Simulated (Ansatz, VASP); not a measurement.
# HfN in VASP and in Ansatz

```
Hf N
1.0
     0.00000    2.43419    2.43419
     2.43419    0.00000    2.43419
     2.43419    2.43419    0.00000
Hf N
1 1
Direct
  0.00000 0.00000 0.00000
  0.75000 0.75000 0.75000
```

Alike in both runs: task single point; functional PBE; k mesh 8 × 8 × 8; occupations fermi-dirac, width 0.05 eV; no spin polarisation.

|  | VASP | Ansatz |
| --- | --- | --- |
| version | VASP 6.6.1 | Ansatz 0.2.0 |
| potentials or method | VASP PAW PBE potentials, release 64 (Hf_pv, N), cutoff 520 eV | plane waves, PAW |
| valence electrons in the cell | 15 | 31 |

|  | VASP | Ansatz | Ansatz less VASP |
| --- | --- | --- | --- |
| pressure (GPa) | 4.6 | 5.7 | +1.01 |

The functional is the same, so the differences come from potentials, cutoffs and numerics. VASP's potentials hold 15 valence electrons a cell and Ansatz's 31, so a difference there can come from the potentials and not from the codes.

Spin-orbit coupling is off throughout.
